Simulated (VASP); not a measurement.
AlN: single point with PBE

The system is AlN.

```
Al N
1.0
     1.76567   -5.46468    0.00000
     1.76567    5.46468    0.00000
    -0.57023    0.00000    4.97942
Al N
3 3
Cartesian
  1.9673 -0.2876 1.2647
  0.9938 -0.2876 3.7148
  1.4806 -3.4635 2.4897
  1.4806 -1.6354 2.4897
  1.4806 4.4506 2.4897
  1.4806 1.2235 2.4897
```

The cell was built from a structure type or drawn by symmetry, and may not be a known phase.

```json
{"Program": "VASP 6.6.1", "Task": "single point", "Functional": "PBE", "Potentials or basis": "VASP PAW PBE potentials, release 64 (Al, N)", "Cutoff": "520 eV", "k mesh": "6 × 6 × 4", "Occupations": "gaussian, width 0.1 eV", "Spin": "collinear spin, ferromagnetic start", "Starting moments": "[0.0, 0.0, 0.0, 1.0, 1.0, 1.0] μB"}
```

| Item | Value |
| --- | --- |
| Pressure | -0.1 GPa |
| Largest force | 0.019 eV/Å |
| Band gap on the k mesh | zero (filled and empty bands overlap) |
| Net moment | -0.04 μB per cell |
| Valence electrons inside the program's atomic spheres | Al 0.79, 0.75 (each value once); N 3.73, 3.62, 3.75 |

Forces in eV/Å, atoms in the order of the input:
```
Al  -0.009 -0.004 -0.014
Al   0.009 -0.004  0.014
Al   0.000  0.017  0.000
N    0.000 -0.019  0.000
N    0.000  0.012  0.000
N    0.000 -0.002  0.000
```

Stress tensor (GPa, compression positive):
```
-0.03  0.00 -0.13
 0.00 -0.14  0.00
-0.13  0.00 -0.10
```

Levels at points of the mesh, in eV from the Fermi level:
Spin up:
| k point | band 9 | band 10 | band 11 | band 12 | band 13 | band 14 | band 15 | band 16 |
| --- | --- | --- | --- | --- | --- | --- | --- | --- |
| (0.00, 0.00, 0.00) | -4.14 | -3.32 | -1.83 | -1.50 | 0.82 | 2.29 | 3.19 | 3.72 |
| (0.50, 0.00, 0.00) | -3.89 | -3.36 | -2.59 | 0.01 | 1.03 | 1.28 | 1.90 | 2.86 |
| (0.50, 0.50, 0.00) | -4.33 | -4.16 | -1.89 | -1.34 | -0.49 | 2.71 | 2.84 | 3.82 |
| (0.00, 0.00, 0.50) | -3.55 | -2.49 | -1.95 | -1.22 | 1.06 | 1.85 | 2.94 | 3.40 |
| (0.50, 0.00, 0.50) | -4.15 | -3.28 | -1.41 | -0.14 | 1.04 | 1.80 | 2.82 | 3.56 |
| (0.50, 0.50, 0.50) | -4.49 | -2.07 | -1.91 | -1.22 | 0.79 | 1.57 | 2.89 | 3.32 |
Spin down:
```csv
k point,band 8,band 9,band 10,band 11,band 12,band 13,band 14,band 15,band 16,band 17
"(0.00, 0.00, 0.00)",-4.91,-4.14,-3.32,-1.83,-1.50,0.79,2.28,3.18,3.71,4.06
"(0.50, 0.00, 0.00)",-4.19,-3.89,-3.36,-2.60,-0.05,1.02,1.26,1.90,2.84,3.55
"(0.50, 0.50, 0.00)",-5.26,-4.34,-4.18,-1.90,-1.34,-0.51,2.70,2.84,3.79,4.80
"(0.00, 0.00, 0.50)",-4.44,-3.56,-2.50,-1.96,-1.22,1.04,1.83,2.92,3.39,3.81
"(0.50, 0.00, 0.50)",-4.52,-4.16,-3.28,-1.42,-0.19,1.04,1.80,2.79,3.54,4.28
"(0.50, 0.50, 0.50)",-5.21,-4.50,-2.08,-1.92,-1.23,0.77,1.55,2.89,3.30,4.76
```

Wall time 5.5 min on 1 thread of AMD EPYC 9R45 96-Core Processor (Zen 5), with other jobs on the host, peak memory 0.39 GiB.

Caveat: semilocal functionals underestimate gaps, so a narrow gap can read as zero.
